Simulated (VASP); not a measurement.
A run of VASP 6.6.1:

Contents of INCAR:

```
PREC     = Accurate       # precision mode
ENCUT    = 520            # plane-wave cutoff, eV
EDIFF    = 1E-6           # SCF threshold, eV
ISMEAR   = 0              # smearing method
SIGMA    = 0.1            # smearing width, eV
LREAL    = False          # projectors in reciprocal space
LASPH    = True           # aspherical terms in the spheres
NELM     = 60             # most SCF steps
ALGO     = Normal         # electronic algorithm
ISIF     = 2              # what is computed and relaxed
LWAVE    = False          # write WAVECAR
LCHARG   = False          # write CHGCAR
GGA      = PE             # functional
NBANDS   = 16             # bands
```

The input KPOINTS:

```
regular mesh
0
Gamma
  4 6 6
```

Contents of POSCAR:

```
Si3N
1.0
    4.7766291199      0.0333405811      0.3254415135
   -1.6438925760      3.1455478165      0.0646034589
   -0.6527406707      0.5506788335      4.3301719965
Si N
3 1
Direct
    0.1809626056      0.3343253240      0.1912716843
    0.8616645090      0.5879282584      0.4465771314
    0.8176500969      0.9594989019      0.8187026065
    0.5843291052      0.6130255672      0.1517102490
```

Potentials or basis: VASP PAW PBE potentials, release 64 (Si, N).

Command:

```console
$ cat potpaw_PBE.64/Si/POTCAR potpaw_PBE.64/N/POTCAR > POTCAR
$ mpirun -np 1 vasp_std > vasp.out
```

Hardware: 1 thread of Intel(R) Xeon(R) Platinum 8488C (Sapphire Rapids), on a shared host.

Estimate the wall time of this run.

Run time: 72 s on 1 thread of Intel(R) Xeon(R) Platinum 8488C (Sapphire Rapids), with other jobs on the host, peak memory 0.21 GiB. Counts: scf iterations 14, k points 76.
